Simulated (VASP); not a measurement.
CoPdO2, 4 atoms in the cell. It takes space group R-3m (No. 166, trigonal). Conventional cell: a = 2.901 Å, b = 2.901 Å, c = 18.109 Å, α = 90.00°, β = 90.00°, γ = 120.00°. Pd (site symmetry -3m) has 2 O at 2.04 Å within 2.7 Å. Within 2.6 Å of Co (site symmetry -3m) lie 6 O at 1.94 Å. O (site symmetry 3m) has 3 Co at 1.94 Å and 1 Pd at 2.04 Å and 3 O at 2.58 Å within 2.6 Å. 

```yaml
Program: VASP 6.6.1
Task: single point
Functional: LDA
Potentials_or_basis: VASP PAW LDA potentials, release 64 (Pd, Co, O)
Cutoff: 520 eV
k_mesh: 11 × 11 × 11
Occupations: fermi-dirac, width 0.05 eV
Spin: collinear spin, ferromagnetic start
Starting_moments: "[0.0, 2.0, 0.0, 0.0] μB"
Dipole_correction: no
Further_INCAR_settings: ALGO = Normal; EDIFF = 1e-06; NBANDS = 28
```

Potentials or basis: VASP PAW LDA potentials, release 64 (Pd, Co, O).

Launch:

```bash
$ cat potpaw_LDA.64/Pd/POTCAR potpaw_LDA.64/Co/POTCAR potpaw_LDA.64/O/POTCAR > POTCAR
$ mpirun -np 1 vasp_std > vasp.out
```

Hardware: 1 thread of Intel(R) Xeon(R) Platinum 8488C (Sapphire Rapids), with other jobs on the host.

Question: Estimate the wall time of this run.

Answer: Run time: 15 min on 1 thread of Intel(R) Xeon(R) Platinum 8488C (Sapphire Rapids) (shared host), peak memory 0.48 GiB. Counts: scf iterations 18, k points 146.
